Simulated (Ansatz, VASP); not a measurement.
## One calculation of TiC, two programs

Contents of INCAR:

```
SYSTEM = TiC
  ALGO = Normal
  EDIFF = 1E-8
  ENCUT = 520
  GGA = PS
  ISIF = 2
  ISMEAR = -1
  LASPH = .True.
  LCHARG = .False.
  LEFG = .True.
  LREAL = .False.
  LWAVE = .False.
  NBANDS = 15
  NELM = 100
  PREC = Accurate
  SIGMA = 0.03
```

KPOINTS

```
k-points
0
Gamma
  14 14 14
  0 0 0
```

Contents of POSCAR:

```
TiC
1.0
    0.0000000000      2.1567624877      2.1567624877
    2.1567624877      0.0000000000      2.1567624877
    2.1567624877      2.1567624877      0.0000000000
Ti C
1 1
Direct
    0.0000000000      0.0000000000      0.0000000000
    0.5000000000      0.5000000000      0.5000000000
```

Input for Ansatz:

```yaml
crystal:
  lattice:
    - [0.0, 2.1567624877, 2.1567624877]
    - [2.1567624877, 0.0, 2.1567624877]
    - [2.1567624877, 2.1567624877, 0.0]
  atoms:
    - { symbol: Ti, position: [0.0, 0.0, 0.0] }
    - { symbol: C, position: [0.5, 0.5, 0.5] }
kpoints:
  mp_grid: { grid: [14, 14, 14] }
scf:
  occupations: { method: fermi_dirac, width: 0.03 }
hamiltonian:
  xc: pbesol
  pseudopotentials: { kind: all_electron, datasets: crystal }
output:
  forces: true
  stress: true
  eigenvalues: true
  efg: { contact_densities: true }
```

Change from the starting cell: volume scaled by 0.99, crystal datasets.

Alike in both runs: task electric field gradients; functional PBEsol; k mesh 14 × 14 × 14; occupations fermi-dirac, width 0.03 eV; no spin polarisation.

```csv
,VASP,Ansatz
version,VASP 6.6.1,Ansatz 0.2.0
potentials or method,"VASP PAW PBE potentials, release 64 (Ti_sv, C), cutoff 520 eV","all-electron PAW with datasets made for the crystal, scalar-relativistic"
```

Ansatz gave:

```
pressure (GPa) : -3.7
```

**Question.** What did VASP give for the same quantities?

**Answer.** Pressure (GPa): -3.4.

VASP's potentials were made for PBE, not for PBEsol. Ansatz ran all-electron here, and VASP with PAW potentials.
